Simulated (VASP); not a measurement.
B:

```xyz
3
Lattice="3.3516 0.0000 0.0000 -1.6758 2.9026 0.0000 0.0000 0.0000 1.9120" Properties=species:S:1:pos:R:3 pbc="T T T"
B     0.0000    0.0000    0.0000
B     0.0000    1.9351    0.9560
B     1.6758    0.9675    0.9560
```

This isn't the form of B at room conditions, which is rhombohedral.

| Property | Result |
| --- | --- |
| Program | VASP 6.6.1 |
| Task | relaxation of cell and atoms |
| Functional | PBE |
| Potentials or basis | VASP PAW PBE potentials, release 64 (B) |
| Cutoff | 600 eV |
| k mesh | 15 × 15 × 22 |
| Occupations | gaussian, width 0.1 eV |
| Spin | no spin polarisation |

At the start: pressure 0.3 GPa; volume 6.20 Å³/atom.

Question: How do energy, volume and symmetry change on relaxing?

Answer: Over 20 steps the energy falls by 493.2 meV/atom and the volume is 8.60 Å³/atom (+38.8 %); space group P6/mmm (No. 191, to 0.1 Å) before and after.

The path:
```csv
step,energy change (eV),largest force (eV/Å),pressure (GPa),volume (Å³)
1,0.0000,0.0000,0.32,18.60
2,-0.0108,0.0000,1.19,18.63
3,-0.0677,0.0000,3.59,18.71
4,-0.2404,0.0000,12.43,18.81
5,-0.6815,0.0000,51.52,18.73
6,-0.6379,0.0000,58.19,18.70
7,-0.6719,0.0000,53.74,18.72
8,-0.7122,0.0000,51.14,18.85
9,-0.8214,0.0000,43.70,19.21
10,-0.9898,0.0000,30.24,19.96
11,-1.1474,0.0000,8.26,21.50
12,-1.1534,0.0000,4.22,21.85
13,-1.2250,0.0000,3.66,22.18
14,-1.3733,0.0000,2.95,23.17
15,-1.4651,0.0000,5.88,25.16
16,-1.4665,0.0000,5.55,24.94
17,-1.4665,0.0000,5.65,25.01
18,-1.4788,0.0000,1.37,25.61
19,-1.4796,0.0000,-0.07,25.83
20,-1.4796,0.0000,0.03,25.81
```

Final structure:
```cif
data_structure
_symmetry_space_group_name_H-M 'P 1'
_symmetry_Int_Tables_number 1
_cell_length_a 4.3209
_cell_length_b 4.3209
_cell_length_c 1.5963
_cell_angle_alpha 90.000
_cell_angle_beta 90.000
_cell_angle_gamma 120.000
_cell_volume 25.81
loop_
_atom_site_label
_atom_site_type_symbol
_atom_site_fract_x
_atom_site_fract_y
_atom_site_fract_z
_atom_site_occupancy
B1 B 0.00000 0.00000 0.00000 1
B2 B 0.33333 0.66667 0.50000 1
B3 B 0.66667 0.33333 0.50000 1
```

Caveat: the volume moved by over 15 % at a fixed basis, so the end points are rough.
